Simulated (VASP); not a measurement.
# TiB2 in VASP: a series of runs

TiB2 is run at these levels: PBEsol; tasks: single point.

Program: VASP 6.6.1. These are calculated values, not measurements. Logs are shortened: lines on timing, memory, paths and dates and some standing lists are left out, and cuts for length are marked.

## (1) The cell of the first run

The structure is hexagonal, space group P6mm (No. 183). Conventional cell: a = 3.067 Å, b = 3.067 Å, c = 3.075 Å, α = 90.00°, β = 90.00°, γ = 120.00°. Within 3.1 Å of Ti (site symmetry 6mm) lie 12 B at 2.31 to 2.39 Å and 8 Ti at 3.07 to 3.08 Å. Within 2.4 Å of B (site symmetry 3m) lie 3 B at 1.77 Å and 6 Ti at 2.31 to 2.39 Å.

## (2) Single point, PBEsol (strained and its atoms moved)

INCAR

```
SYSTEM = TiB2
PREC = Accurate
ENCUT = 520
EDIFF = 1E-6
ISMEAR = 0
SIGMA = 0.1
LREAL = .FALSE.
LASPH = .TRUE.
NELM = 80
ALGO = Normal
ISIF = 2
LWAVE = .FALSE.
LCHARG = .FALSE.
GGA = PS
NBANDS = 16
```

KPOINTS

```
regular mesh
0
G
  15 15 14
  0 0 0
```

POSCAR

```
TiB2
1.0
    3.0672752230      0.0000000000      0.0000000000
   -1.5336376115      2.6563382635      0.0000000000
    0.0000000000      0.0000000000      3.0752769880
Ti B
1 2
Direct
    0.0000000000      0.0000000000      0.0131416203
    0.3333333333      0.6666666667      0.4934291899
    0.6666666667      0.3333333333      0.4934291899
```

Potentials or basis: VASP PAW PBE potentials, release 64 (Ti_sv, B).

Run with:

```sh
cat potpaw_PBE.64/Ti_sv/POTCAR potpaw_PBE.64/B/POTCAR > POTCAR
mpirun -np 1 vasp_std > vasp.out
```

OUTCAR:

```text
SYSTEM = TiB2
   PREC = Accurate
   ENCUT = 520
   EDIFF = 1E-6
   ISMEAR = 0
   LREAL = .FALSE.
   LASPH = .TRUE.
   NELM = 80
   ISIF = 2
   GGA = PS

 ion  position               nearest neighbor table
   1  0.000  0.000  0.013-   2 2.31   3 2.31   2 2.31   3 2.31   3 2.31   2 2.31   2 2.39   3 2.39
                             3 2.39   2 2.39   3 2.39   2 2.39
   2  0.333  0.667  0.493-   3 1.77   3 1.77   3 1.77   1 2.31   1 2.31   1 2.31   1 2.39   1 2.39
                             1 2.39
   3  0.667  0.333  0.493-   2 1.77   2 1.77   2 1.77   1 2.31   1 2.31   1 2.31   1 2.39   1 2.39
                             1 2.39

  LATTYP: Found a hexagonal cell.
 ALAT       =     3.0672752230
 C/A-ratio  =     1.0026087535

  Lattice vectors:

 A1 = (   3.0672752230,   0.0000000000,   0.0000000000)
 A2 = (  -1.5336376115,   2.6563382635,   0.0000000000)
 A3 = (   0.0000000000,   0.0000000000,   3.0752769880)

Analysis of symmetry for initial positions (statically):
=====================================================================
 Subroutine PRICEL returns:
 Original cell was already a primitive cell.

 Routine SETGRP: Setting up the symmetry group for a
 hexagonal supercell.

 Subroutine GETGRP returns: Found 12 space group operations
 (whereof 12 operations were pure point group operations)
 out of a pool of 24 trial point group operations.

The static configuration has the point symmetry C_6v.

Analysis of symmetry for dynamics (positions and initial velocities):
=====================================================================
 Subroutine PRICEL returns:
 Original cell was already a primitive cell.

 Routine SETGRP: Setting up the symmetry group for a
 hexagonal supercell.

 Subroutine GETGRP returns: Found 12 space group operations
 (whereof 12 operations were pure point group operations)
 out of a pool of 24 trial point group operations.

The dynamic configuration has the point symmetry C_6v.

 Subroutine INISYM returns: Found 12 space group operations
 (whereof 12 operations are pure point group operations),
 and found     1 'primitive' translations

----------------------------------------------------------------------------------------

                                     Primitive cell

  volume of cell :      25.0565

  direct lattice vectors                    reciprocal lattice vectors
     3.067275223  0.000000000  0.000000000     0.326022260  0.188229040  0.000000000
    -1.533637612  2.656338263  0.000000000     0.000000000  0.376458079  0.000000000
     0.000000000  0.000000000  3.075276988     0.000000000  0.000000000  0.325173961

  length of vectors
     3.067275223  3.067275223  3.075276988     0.376458079  0.376458079  0.325173961

  position of ions in fractional coordinates (direct lattice)
     0.000000000  0.000000000  0.013141620
     0.333333333  0.666666667  0.493429190
     0.666666667  0.333333333  0.493429190

  ion indices of the primitive-cell ions
   primitive index   ion index
                 1           1
                 2           2
                 3           3

----------------------------------------------------------------------------------------

 KPOINTS: regular mesh

Automatic generation of k-mesh.
 Grid dimensions read from file:
 generate k-points for:   15   15   14

 Generating k-lattice:

  Cartesian coordinates                     Fractional coordinates (reciprocal lattice)
     0.021734817  0.012548603  0.000000000     0.066666667  0.000000000  0.000000000
     0.000000000  0.025097205  0.000000000     0.000000000  0.066666667  0.000000000
     0.000000000  0.000000000  0.023226712     0.000000000  0.000000000  0.071428571

  Length of vectors
     0.025097205  0.025097205  0.023226712

  Shift w.r.t. Gamma in fractional coordinates (k-lattice)
     0.000000000  0.000000000  0.000000000

 Subroutine IBZKPT returns following result:
 ===========================================

 Found    216 irreducible k-points:

 Following reciprocal coordinates:
            Coordinates               Weight
  0.000000  0.000000  0.000000      1.000000
  0.066667 -0.000000  0.000000      6.000000
  0.133333 -0.000000  0.000000      6.000000
  0.200000 -0.000000  0.000000      6.000000
  0.266667 -0.000000  0.000000      6.000000
  0.333333 -0.000000  0.000000      6.000000
[... 16 lines left out ...]
  0.333333  0.200000  0.000000     12.000000
  0.400000  0.200000  0.000000      6.000000
 [... further k-points ...]
   k-points           NKPTS =    216   k-points in BZ     NKDIM =    216   number of bands    NBANDS=     16
   number of dos      NEDOS =    301   number of ions     NIONS =      3
   total plane-waves  NPLWV =  13824
   dimension x,y,z NGX =    24 NGY =   24 NGZ =   24
   dimension x,y,z NGXF=    48 NGYF=   48 NGZF=   48
   ions per type =               1   2
   NGX,Y,Z   is equivalent  to a cutoff of  13.01, 13.01, 12.97 a.u.
   NGXF,Y,Z  is equivalent  to a cutoff of  26.02, 26.02, 25.95 a.u.
 SYSTEM =  TiB2
   PREC   = accura    normal or accurate (medium, high low for compatibility)
   ISTART =      0    job   : 0-new  1-cont  2-samecut
   ICHARG =      2    charge: 1-file 2-atom 10-const
   ISPIN  =      1    spin polarized calculation?
   LNONCOLLINEAR =      F non collinear calculations
   LSORBIT =      F    spin-orbit coupling
   LASPH  =      T    aspherical Exc in radial PAW
   ENCUT  =  520.0 eV  38.22 Ry    6.18 a.u.   5.70  5.70  5.72*2*pi/ulx,y,z
   NELM   =     80;   NELMIN=  2; NELMDL= -5     # of ELM steps
   EDIFF  = 0.1E-05   stopping-criterion for ELM
   LREAL  =      F    real-space projection
   EDIFFG = 0.1E-04   stopping-criterion for IOM
   NSW    =      0    number of steps for IOM
   IBRION =     -1    ionic relax: 0-MD 1-quasi-New 2-CG
   NFREE  =      0    steps in history (QN), initial steepest desc. (CG)
   ISIF   =      2    stress and relaxation
   ISYM   =      2    0-nonsym 1-usesym 2-fastsym
   POTIM  = 0.5000    time-step for ionic-motion
   TEBEG  =    0.0;   TEEND  =   0.0 temperature during run
   PSTRESS=    0.0 pullay stress
   NELECT =      18.0000    total number of electrons
   NUPDOWN=      -1.0000    fix difference up-down
   EMIN   =  10.00;   EMAX   =-10.00  energy-range for DOS
   EFERMI =   0.00;   METHOD = LEGACY
   ISMEAR =     0;   SIGMA  =   0.10  broadening in eV -4-tet -1-fermi 0-gaus
   EFERMI_NEDOS =   21; number of points for ismear=-14 and -15
   IALGO  =     38    algorithm
   IMIX   =      4    mixing-type and parameters
     AMIX     =   0.40;   BMIX     =  1.00
     AMIX_MAG =   1.60;   BMIX_MAG =  1.00
  volume/ion in A,a.u.               =       8.35        56.36
  Fermi-wavevector in a.u.,A,eV,Ry     =   1.466197  2.770710 29.248886  2.149733
  Thomas-Fermi vector in A             =   2.581963
   LORBIT       =      0    0 simple, 1 ext, 2 COOP (PROOUT), +10 PAW based schemes
   GGA     = PS    functional components
   LHFCALC =     F    Hartree Fock is set to
   AEXX    =    0.0000 exact exchange contribution
   IVDW    =     0    specifies the selected vdW correction
   LEPSILON=     F    determine dielectric tensor
   LRPA    =     F    only Hartree local field effects (RPA)
 non-spin polarized calculation
 Gauss-broadening in eV      SIGMA  =   0.10
  energy-cutoff  :      520.00
  volume of cell :       25.06
 maximum number of plane-waves:       690
 NGX is ok and might be reduce to    24
   NGX = 11   NGY = 11   NGZ = 11

 number of electron      17.9999996 magnetization

 Free energy of the ion-electron system (eV)
  ---------------------------------------------------
  ext. energy  EPLUGINS =         0.00000000
  ---------------------------------------------------
  free energy    TOTEN  =       -25.70593681 eV

  energy without entropy =      -25.70416506  energy(sigma->0) =      -25.70505093

 E-fermi :  10.1256     XC(G=0): -12.9962

 val. band max:       10.0658509795   @ k =   0.3333   0.2000   0.0000
 cond. band min:      10.1375286074   @ k =   0.0667  -0.0000   0.3571
 fundamental gap:      0.0716776279
 Fermi energy:        10.1255728512

 k-point     1 :       0.0000    0.0000    0.0000
  band No.  band energies     occupation
      1     -46.3740      2.00000
      2     -22.7803      2.00000
      3     -22.5616      2.00000
      4     -22.5616      2.00000
      5      -3.3348      2.00000
      6       7.1119      2.00000
[... 8 lines left out ...]
     15      15.6166      0.00000
     16      16.3521      0.00000

 k-point     2 :       0.0667   -0.0000    0.0000
  band No.  band energies     occupation
      1     -46.3719      2.00000
      2     -22.7776      2.00000
      3     -22.5790      2.00000
      4     -22.5656      2.00000
      5      -3.2493      2.00000
      6       6.8755      2.00000
[... 8 lines left out ...]
     15      16.2822      0.00000
     16      16.6295      0.00000

 k-point     3 :       0.1333   -0.0000    0.0000
  band No.  band energies     occupation
      1     -46.3658      2.00000
      2     -22.7700      2.00000
      3     -22.6279      2.00000
      4     -22.5767      2.00000
      5      -2.9961      2.00000
      6       6.2382      2.00000
[... 8 lines left out ...]
     15      17.5038      0.00000
     16      17.5217      0.00000

 k-point     4 :       0.2000   -0.0000    0.0000
  band No.  band energies     occupation
      1     -46.3568      2.00000
      2     -22.7588      2.00000
      3     -22.6993      2.00000
      4     -22.5932      2.00000
      5      -2.5853      2.00000
      6       5.3553      2.00000
[... 8 lines left out ...]
     15      18.1906      0.00000
     16      18.7760      0.00000

 k-point     5 :       0.2667   -0.0000    0.0000
  band No.  band energies     occupation
      1     -46.3464      2.00000
      2     -22.7808      2.00000
      3     -22.7452      2.00000
      4     -22.6120      2.00000
      5      -2.0314      2.00000
      6       4.3549      2.00000
[... 8 lines left out ...]
     15      17.6831      0.00000
     16      19.9487      0.00000

 k-point     6 :       0.3333   -0.0000    0.0000
  band No.  band energies     occupation
      1     -46.3365      2.00000
      2     -22.8571      2.00000
      3     -22.7330      2.00000
      4     -22.6299      2.00000
      5      -1.3517      2.00000
      6       3.3139      2.00000
[... 8 lines left out ...]
     15      17.9531      0.00000
     16      19.6102      0.00000
[... 267 lines left out ...]
 k-point    21 :       0.2000    0.2000    0.0000
  band No.  band energies     occupation
      1     -46.3341      2.00000
      2     -22.8399      2.00000
      3     -22.7300      2.00000
      4     -22.6708      2.00000
      5      -1.1963      2.00000
      6       3.7191      2.00000
[... 8 lines left out ...]
     15      19.3796      0.00000
     16      19.5420      0.00000

 k-point    22 :       0.2667    0.2000    0.0000
  band No.  band energies     occupation
      1     -46.3267      2.00000
      2     -22.8757      2.00000
      3     -22.7208      2.00000
      4     -22.7046      2.00000
      5      -0.4779      2.00000
      6       2.9955      2.00000
[... 8 lines left out ...]
     15      19.4306      0.00000
     16      19.9823      0.00000

 k-point    23 :       0.3333    0.2000    0.0000
  band No.  band energies     occupation
      1     -46.3217      2.00000
      2     -22.8981      2.00000
      3     -22.7293      2.00000
      4     -22.7146      2.00000
      5       0.3366      2.00000
      6       2.1337      2.00000
[... 8 lines left out ...]
     15      19.4882      0.00000
     16      20.0671      0.00000

 k-point    24 :       0.4000    0.2000    0.0000
  band No.  band energies     occupation
      1     -46.3200      2.00000
      2     -22.9056      2.00000
      3     -22.7384      2.00000
      4     -22.7124      2.00000
      5       1.1740      2.00000
      6       1.2699      2.00000
[... 8 lines left out ...]
     15      19.5398      0.00000
     16      20.0856      0.00000

 [... further k-points ...]

------------------------ aborting loop because EDIFF is reached ----------------------------------------

  FORCE on cell =-STRESS in cart. coord.  units (eV):
  Direction    XX          YY          ZZ          XY          YZ          ZX
  --------------------------------------------------------------------------------------
  -------------------------------------------------------------------------------------
  Total       -1.1139601     -1.1139601      2.1948279     -0.0000000      0.0000000      0.0000000
  in kB      -71.2294928    -71.2294928    140.3429785     -0.0000000      0.0000000      0.0000000
  external PRESSURE =      -0.7053357 kB  Pullay stress =       0.0000000 kB

 VOLUME and BASIS-vectors are now :
 -----------------------------------------------------------------------------
  energy-cutoff  :      520.00
  volume of cell :       25.06
      direct lattice vectors                 reciprocal lattice vectors
     3.067275223  0.000000000  0.000000000     0.326022260  0.188229040  0.000000000
    -1.533637612  2.656338263  0.000000000     0.000000000  0.376458079  0.000000000
     0.000000000  0.000000000  3.075276988     0.000000000  0.000000000  0.325173961

 POSITION                                       TOTAL-FORCE (eV/Angst)
 -----------------------------------------------------------------------------------
      0.00000      0.00000      0.04041        -0.000000      0.000000     -1.012920
     -0.00000      1.77089      1.51743         0.000000     -0.000000      0.506460
      1.53364      0.88545      1.51743        -0.000000     -0.000000      0.506460
 -----------------------------------------------------------------------------------
    total drift:                                0.000000      0.000000     -0.000086

  FREE ENERGIE OF THE ION-ELECTRON SYSTEM (eV)
  ---------------------------------------------------
  free  energy   TOTEN  =       -25.7059368083 eV

  energy  without entropy=      -25.7041650560  energy(sigma->0) =      -25.70505093
```

Wall time 68 s (1 thread of AMD EPYC 7R13 (Zen 3), shared host); peak memory 0.17 GiB.

Results:

| Property | Result |
| --- | --- |
| Free energy | -25.7059 eV |
| Pressure | -0.1 GPa |
| Largest force | 1.013 eV/Å |
| Band gap on the k mesh | zero (bands 9 and 10 overlap by 1.16 eV) |

Forces on the atoms (eV/Å):
```
Ti   0.000  0.000 -1.013
B    0.000  0.000  0.506
B    0.000  0.000  0.506
```

Stress tensor (GPa, compression positive):
```
-7.12  0.00  0.00
 0.00 -7.12  0.00
 0.00  0.00 14.03
```

Caveat: the cell differs from its parent crystal (strained and its atoms moved); the stress differs along the axes, from -7 to 14 GPa; the PAW data sets were made with another functional, which shifts forces and pressure a little.

## (3) Single point, PBEsol (one atom moved)

INCAR

```
SYSTEM = TiB2
PREC = Accurate ; ENCUT = 520
EDIFF = 1E-6 ; ISMEAR = 0
SIGMA = 0.1 ; LREAL = .FALSE.
LASPH = .TRUE. ; NELM = 100
ALGO = Normal ; ISIF = 2
LWAVE = .FALSE. ; LCHARG = .FALSE.
GGA = PS ; NBANDS = 16
```

KPOINTS

```
regular mesh
0
G
  15 15 12
  0 0 0
```

POSCAR

```
TiB2
1.0
    3.0291982016      0.0000000000      0.0000000000
   -1.5145991008      2.6233625957      0.0000000000
    0.0000000000      0.0000000000      3.2284000000
Ti B
1 2
Direct
    0.0000000000      0.0000000000      0.0000000000
    0.3504868904      0.7009737808      0.5000000000
    0.6666666667      0.3333333333      0.5000000000
```

Potentials or basis: VASP PAW PBE potentials, release 64 (Ti_sv, B).

Run with:

```sh
cat potpaw_PBE.64/Ti_sv/POTCAR potpaw_PBE.64/B/POTCAR > POTCAR
mpirun -np 1 vasp_std > vasp.out
```

Wall time 2.2 min (1 thread of AMD EPYC 7R13 (Zen 3), shared host); peak memory 0.25 GiB.

The run converged. Its results:

* Free energy: -25.7007 eV
* Pressure: -3.6 GPa
* Largest force: 1.904 eV/Å
* Band gap on the k mesh: zero (bands 9 and 10 overlap by 0.47 eV)

Forces in eV/Å, atoms in the order of the input:
```
Ti   0.000  0.598  0.000
B    0.000 -1.904  0.000
B    0.000  1.306  0.000
```

Stress tensor (GPa, compression positive):
```
-5.25  0.00  0.00
 0.00  0.82  0.00
 0.00  0.00 -6.48
```

Levels at points of the mesh, in eV from the Fermi level:
| k point | band 5 | band 6 | band 7 | band 8 | band 9 | band 10 | band 11 | band 12 | band 13 | band 14 |
| --- | --- | --- | --- | --- | --- | --- | --- | --- | --- | --- |
| (0.00, 0.00, 0.00) | -13.46 | -2.94 | -2.31 | -2.22 | -2.13 | 1.86 | 1.96 | 3.38 | 3.99 | 5.01 |
| (0.00, 0.00, 0.50) | -11.51 | -7.60 | -1.15 | -0.51 | 0.13 | 0.20 | 0.42 | 0.47 | 1.65 | 6.64 |

Caveat: the cell differs from its parent crystal (one atom moved); the stress differs along the axes, from -6 to 1 GPa; the PAW data sets were made with another functional, which shifts forces and pressure a little.

The gap in the log of VASP goes by the Fermi energy; the results here count the filled bands.